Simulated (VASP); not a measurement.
Ge3N, 4 atoms in the cell. It takes space group P-4m2 (No. 115, tetragonal). Conventional cell: a = 3.818 Å, b = 3.818 Å, c = 4.925 Å, α = 90.00°, β = 90.00°, γ = 90.00°. Within 2.8 Å of Ge (site symmetry 2mm) lie 2 N at 2.13 Å and 2 Ge at 2.43 Å. Ge (site symmetry -4m2) has 4 Ge at 2.43 Å within 3.2 Å. Within 2.8 Å of N (site symmetry -4m2) lie 4 Ge at 2.13 Å. 

```yaml
Program: VASP 6.6.1
Task: single point
Functional: PBE
Potentials_or_basis: VASP PAW PBE potentials, release 64 (Ge_d, N)
Cutoff: 520 eV
k_mesh: 12 × 12 × 10
Occupations: gaussian, width 0.1 eV
Spin: no spin polarisation
Dipole_correction: no
Further_INCAR_settings: ALGO = Normal; EDIFF = 1e-06; NBANDS = 32
```

Potentials or basis: VASP PAW PBE potentials, release 64 (Ge_d, N).

Launch:

```sh
$ cat potpaw_PBE.64/Ge_d/POTCAR potpaw_PBE.64/N/POTCAR > POTCAR
$ mpirun -np 1 vasp_std > vasp.out
```

Hardware: 1 thread of AMD EPYC 7R13 Processor (Zen 3) (shared host).

Estimate the wall time of this run.

Wall time 4.5 min on 1 thread of AMD EPYC 7R13 Processor (Zen 3), on a shared host, peak memory 0.37 GiB. Counts: scf iterations 13, k points 168.
